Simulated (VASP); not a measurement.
# N (a cell with a defect) in VASP: relaxation of the atoms with PBEsol

Aim: the relaxation of the atoms of N (a cell with a defect) with PBEsol.

Everything below comes from runs of VASP 6.6.1. Logs are shortened: lines on timing, memory, paths and dates and some standing lists are left out, and cuts for length are marked.

## Step 1: The cell of the first run

The cell holds a defect, 15 atoms: a = 8.439 Å, b = 8.439 Å, c = 8.439 Å, α = 94.76°, β = 117.29°, γ = 117.29°.

## Step 2: Relaxation of the atoms, PBEsol (atoms taken out)

Contents of INCAR:

```
  PREC = Accurate
  ENCUT = 520
  EDIFF = 1E-7
  ISMEAR = 0
  SIGMA = 0.05
  LREAL = Auto
  LASPH = T
  NELM = 100
  ALGO = Normal
  ISIF = 2
  LWAVE = F
  LCHARG = F
  GGA = PS
  IBRION = 2
  NSW = 70
  EDIFFG = -0.02
  KPAR = 4
```

Contents of KPOINTS:

```
regular mesh
0
Gamma
  4 4 4
```

Contents of POSCAR:

```
N
1.0
   -4.3908586250     -4.3908586250     -5.7140695372
    4.3908586250     -4.3908586250      5.7140695372
   -4.3908586250      4.3908586250      5.7140695372
N
15
Direct
    0.5885515297      0.0442757649      0.5442757649
    0.0885515297      0.5442757649      0.5442757649
    0.0885515297      0.0442757649      0.0442757649
    0.0000000000      0.0442757649      0.4557242352
    0.0000000000      0.5442757649      0.9557242352
    0.5000000000      0.0442757649      0.9557242352
    0.5000000000      0.5442757649      0.4557242352
    0.4114484703      0.9557242352      0.4557242352
    0.4114484703      0.4557242352      0.9557242352
    0.9114484703      0.9557242352      0.9557242352
    0.9114484703      0.4557242352      0.4557242352
    0.0000000000      0.9557242352      0.5442757649
    0.0000000000      0.4557242352      0.0442757649
    0.5000000000      0.9557242352      0.0442757649
    0.5000000000      0.4557242352      0.5442757649
```

Potentials or basis: VASP PAW PBE potentials, release 64 (N).

Started as:

```bash
> cat potpaw_PBE.64/N/POTCAR > POTCAR
> mpirun -np 4 vasp_std > vasp.out
```

OUTCAR:

```text
PREC = Accurate
   ENCUT = 520
   EDIFF = 1E-7
   ISMEAR = 0
   LREAL = Auto
   LASPH = T
   NELM = 100
   ISIF = 2
   GGA = PS
   IBRION = 2
   NSW = 70
   EDIFFG = -0.02

 ion  position               nearest neighbor table
   1  0.589  0.044  0.544-   8 1.10
   2  0.089  0.544  0.544-  11 1.10
   3  0.089  0.044  0.044-  10 1.10
   4  0.000  0.044  0.456-  12 1.10
   5  0.000  0.544  0.956-  13 1.10
   6  0.500  0.044  0.956-  14 1.10
   7  0.500  0.544  0.456-  15 1.10
   8  0.411  0.956  0.456-   1 1.10
   9  0.411  0.456  0.956-
  10  0.911  0.956  0.956-   3 1.10
  11  0.911  0.456  0.456-   2 1.10
  12  0.000  0.956  0.544-   4 1.10
  13  0.000  0.456  0.044-   5 1.10
  14  0.500  0.956  0.044-   6 1.10
  15  0.500  0.456  0.544-   7 1.10

  LATTYP: Found a body centered tetragonal cell.
 ALAT       =     8.7817172500
 C/A-ratio  =     1.3013558452

  Lattice vectors:

 A1 = (  -4.3908586250,   4.3908586250,  -5.7140695372)
 A2 = (   4.3908586250,  -4.3908586250,  -5.7140695372)
 A3 = (  -4.3908586250,  -4.3908586250,   5.7140695372)

Analysis of symmetry for initial positions (statically):
=====================================================================
 Subroutine PRICEL returns:
 Original cell was already a primitive cell.

 Routine SETGRP: Setting up the symmetry group for a
 body centered tetragonal supercell.

 Subroutine GETGRP returns: Found  4 space group operations
 (whereof  2 operations were pure point group operations)
 out of a pool of 16 trial point group operations.

The static configuration has the point symmetry C_1h.
 The point group associated with its full space group is C_2v.

Analysis of symmetry for dynamics (positions and initial velocities):
=====================================================================
 Subroutine PRICEL returns:
 Original cell was already a primitive cell.

 Routine SETGRP: Setting up the symmetry group for a
 body centered tetragonal supercell.

 Subroutine GETGRP returns: Found  4 space group operations
 (whereof  2 operations were pure point group operations)
 out of a pool of 16 trial point group operations.

The dynamic configuration has the point symmetry C_1h.
 The point group associated with its full space group is C_2v.

 Subroutine INISYM returns: Found  4 space group operations
 (whereof  2 operations are pure point group operations),
 and found     1 'primitive' translations

----------------------------------------------------------------------------------------

                                     Primitive cell

  volume of cell :     440.6608

  direct lattice vectors                    reciprocal lattice vectors
    -4.390858625 -4.390858625 -5.714069537    -0.113872944 -0.113872944  0.000000000
     4.390858625 -4.390858625  5.714069537     0.000000000 -0.113872944  0.087503310
    -4.390858625  4.390858625  5.714069537    -0.113872944  0.000000000  0.087503310

  length of vectors
     8.438594054  8.438594054  8.438594054     0.161040662  0.143610156  0.143610156

  position of ions in fractional coordinates (direct lattice)
     0.588551530  0.044275765  0.544275765
     0.088551530  0.544275765  0.544275765
     0.088551530  0.044275765  0.044275765
     0.000000000  0.044275765  0.455724235
     0.000000000  0.544275765  0.955724235
     0.500000000  0.044275765  0.955724235
     0.500000000  0.544275765  0.455724235
     0.411448470  0.955724235  0.455724235
     0.411448470  0.455724235  0.955724235
     0.911448470  0.955724235  0.955724235
     0.911448470  0.455724235  0.455724235
     0.000000000  0.955724235  0.544275765
     0.000000000  0.455724235  0.044275765
     0.500000000  0.955724235  0.044275765
     0.500000000  0.455724235  0.544275765

  ion indices of the primitive-cell ions
   primitive index   ion index
                 1           1
                 2           2
                 3           3
                 4           4
                 5           5
                 6           6
                 7           7
                 8           8
                 9           9
                10          10
                11          11
                12          12
                13          13
                14          14
                15          15

----------------------------------------------------------------------------------------

 KPOINTS: regular mesh

Automatic generation of k-mesh.
 Grid dimensions read from file:
 generate k-points for:    4    4    4

 Generating k-lattice:

  Cartesian coordinates                     Fractional coordinates (reciprocal lattice)
    -0.028468236 -0.028468236  0.000000000     0.250000000  0.000000000  0.000000000
     0.000000000 -0.028468236  0.021875828     0.000000000  0.250000000  0.000000000
    -0.028468236  0.000000000  0.021875828     0.000000000  0.000000000  0.250000000

  Length of vectors
     0.040260166  0.035902539  0.035902539

  Shift w.r.t. Gamma in fractional coordinates (k-lattice)
     0.000000000  0.000000000  0.000000000

 Subroutine IBZKPT returns following result:
 ===========================================

 Found     18 irreducible k-points:

 Following reciprocal coordinates:
            Coordinates               Weight
  0.000000  0.000000  0.000000      1.000000
  0.250000  0.000000  0.000000      2.000000
  0.000000 -0.250000  0.250000      2.000000
  0.500000  0.000000  0.000000      1.000000
  0.000000  0.500000  0.500000      1.000000
  0.000000  0.250000  0.000000      8.000000
[... 10 lines left out ...]
 -0.250000  0.500000  0.500000      2.000000
  0.500000  0.500000  0.500000      1.000000
   k-points           NKPTS =     18   k-points in BZ     NKDIM =     18   number of bands    NBANDS=     45
   number of dos      NEDOS =    301   number of ions     NIONS =     15
   total plane-waves  NPLWV = 262144
   dimension x,y,z NGX =    64 NGY =   64 NGZ =   64
   dimension x,y,z NGXF=   128 NGYF=  128 NGZF=  128
   ions per type =              15
   NGX,Y,Z   is equivalent  to a cutoff of  12.61, 12.61, 12.61 a.u.
   NGXF,Y,Z  is equivalent  to a cutoff of  25.22, 25.22, 25.22 a.u.
 SYSTEM =  unknown system
   PREC   = accura    normal or accurate (medium, high low for compatibility)
   ISTART =      0    job   : 0-new  1-cont  2-samecut
   ICHARG =      2    charge: 1-file 2-atom 10-const
   ISPIN  =      1    spin polarized calculation?
   LNONCOLLINEAR =      F non collinear calculations
   LSORBIT =      F    spin-orbit coupling
   LASPH  =      T    aspherical Exc in radial PAW
   ENCUT  =  520.0 eV  38.22 Ry    6.18 a.u.  15.69 15.69 15.69*2*pi/ulx,y,z
   NELM   =    100;   NELMIN=  2; NELMDL= -5     # of ELM steps
   EDIFF  = 0.1E-06   stopping-criterion for ELM
   LREAL  =      T    real-space projection
   EDIFFG = -.2E-01   stopping-criterion for IOM
   NSW    =     70    number of steps for IOM
   IBRION =      2    ionic relax: 0-MD 1-quasi-New 2-CG
   NFREE  =      1    steps in history (QN), initial steepest desc. (CG)
   ISIF   =      2    stress and relaxation
   ISYM   =      2    0-nonsym 1-usesym 2-fastsym
   POTIM  = 0.5000    time-step for ionic-motion
   TEBEG  =    0.0;   TEEND  =   0.0 temperature during run
   PSTRESS=    0.0 pullay stress
   NELECT =      75.0000    total number of electrons
   NUPDOWN=      -1.0000    fix difference up-down
   EMIN   =  10.00;   EMAX   =-10.00  energy-range for DOS
   EFERMI =   0.00;   METHOD = LEGACY
   ISMEAR =     0;   SIGMA  =   0.05  broadening in eV -4-tet -1-fermi 0-gaus
   EFERMI_NEDOS =   21; number of points for ismear=-14 and -15
   IALGO  =     38    algorithm
   IMIX   =      4    mixing-type and parameters
     AMIX     =   0.40;   BMIX     =  1.00
     AMIX_MAG =   1.60;   BMIX_MAG =  1.00
  volume/ion in A,a.u.               =      29.38       198.25
  Fermi-wavevector in a.u.,A,eV,Ry     =   0.907250  1.714454 11.198997  0.823103
  Thomas-Fermi vector in A             =   2.031035
   LORBIT       =      0    0 simple, 1 ext, 2 COOP (PROOUT), +10 PAW based schemes
   GGA     = PS    functional components
   LHFCALC =     F    Hartree Fock is set to
   AEXX    =    0.0000 exact exchange contribution
   IVDW    =     0    specifies the selected vdW correction
   LEPSILON=     F    determine dielectric tensor
   LRPA    =     F    only Hartree local field effects (RPA)
 conjugate gradient relaxation of ions
 non-spin polarized calculation
 Gauss-broadening in eV      SIGMA  =   0.05
  energy-cutoff  :      520.00
  volume of cell :      440.66
 maximum number of plane-waves:     11926
 NGX is ok and might be reduce to    64
   NGX = 31   NGY = 31   NGZ = 31

--------------------------------------- Ionic step        1  -------------------------------------------

 number of electron      74.9999999 magnetization

 Free energy of the ion-electron system (eV)
  ---------------------------------------------------
  ext. energy  EPLUGINS =         0.00000000
  ---------------------------------------------------
  free energy    TOTEN  =      -119.60509608 eV

  energy without entropy =     -119.52055069  energy(sigma->0) =     -119.56282339

------------------------ aborting loop because EDIFF is reached ----------------------------------------

  FORCE on cell =-STRESS in cart. coord.  units (eV):
  Direction    XX          YY          ZZ          XY          YZ          ZX
  --------------------------------------------------------------------------------------
  -------------------------------------------------------------------------------------
  Total        6.7259699      6.7259699     -0.4344524     -1.0096779      0.0000000      0.0000000
  in kB       24.4546292     24.4546292     -1.5796045     -3.6710389      0.0000000      0.0000000
  external PRESSURE =      15.7765513 kB  Pullay stress =       0.0000000 kB
[... 132 lines left out ...]
  energy  without entropy=     -119.5969099129  energy(sigma->0) =     -119.63917860

--------------------------------------- Ionic step        4  -------------------------------------------

 number of electron      75.0000003 magnetization

 Free energy of the ion-electron system (eV)
  ---------------------------------------------------
  ext. energy  EPLUGINS =         0.00000000
  ---------------------------------------------------
  free energy    TOTEN  =      -119.68195226 eV

  energy without entropy =     -119.59741420  energy(sigma->0) =     -119.63968323

 E-fermi :  -4.3190     XC(G=0):  -5.5125

 val. band max:       -4.3190753651   @ k =   0.0000   0.5000   0.5000
 cond. band min:      -4.3189520312   @ k =   0.0000  -0.2500   0.5000
 fundamental gap:      0.0001233338
 Fermi energy:        -4.3189695827

 k-point     1 :       0.0000    0.0000    0.0000
  band No.  band energies     occupation
      1     -25.4996      2.00000
      2     -25.4934      2.00000
      3     -25.4814      2.00000
      4     -25.4789      2.00000
      5     -25.4684      2.00000
      6     -25.4311      2.00000
[... 895 lines left out ...]
  FREE ENERGIE OF THE ION-ELECTRON SYSTEM (eV)
  ---------------------------------------------------
  free  energy   TOTEN  =      -119.6819522610 eV

  energy  without entropy=     -119.5974141993  energy(sigma->0) =     -119.63968323

 reached required accuracy - stopping structural energy minimisation
```

Wall time 7.4 min (4 MPI ranks of Intel Xeon Platinum 8488C (Sapphire Rapids), shared host); peak memory 0.74 GiB.

What came out:

- Free energy: -119.6820 eV
- Pressure after relaxing: -0.2 GPa
- Largest force after relaxing: 0.009 eV/Å
- Band gap on the k mesh: zero (an odd number of electrons rules out a gap without spin polarisation)

Forces in eV/Å, atoms in the order of the input:
```
N    0.005  0.005  0.000
N   -0.001  0.008  0.000
N    0.008 -0.001  0.000
N   -0.005  0.004  0.001
N   -0.005  0.004 -0.001
N   -0.004  0.005 -0.001
N   -0.004  0.005  0.001
N   -0.005 -0.005  0.000
N    0.004  0.004  0.000
N   -0.007 -0.004  0.000
N   -0.004 -0.007  0.000
N    0.004 -0.005  0.001
N    0.004 -0.005 -0.001
N    0.005 -0.004  0.001
N    0.005 -0.004 -0.001
```

Final structure:
```
N
1.0
    -4.39086   -4.39086   -5.71407
     4.39086   -4.39086    5.71407
    -4.39086    4.39086    5.71407
N
15
Cartesian
  -4.7838 -0.3930 0.0000
  -0.3930 -0.3930 5.7141
  -0.3930 -0.3930 0.0000
  -1.8024 1.8024 2.8570
  -1.8024 1.8024 8.5711
  -6.1933 1.8024 2.8570
  -1.8024 -2.5884 2.8570
  0.3930 -3.9979 5.7141
  -4.0020 0.3888 5.7141
  -3.9978 -3.9978 5.7141
  -3.9978 -3.9978 0.0000
  1.8024 -1.8024 8.5711
  1.8024 -1.8024 2.8570
  1.8024 -6.1933 2.8570
  -2.5884 -1.8024 2.8570
```

Caveat: the cell differs from its parent crystal (atoms taken out); the standard files for N, O and F lose accuracy on very short bonds; the PAW data sets were made with another functional, which shifts forces and pressure a little; an odd number of electrons without spin polarisation forces a metal; a magnetic or distorted state may lie lower.
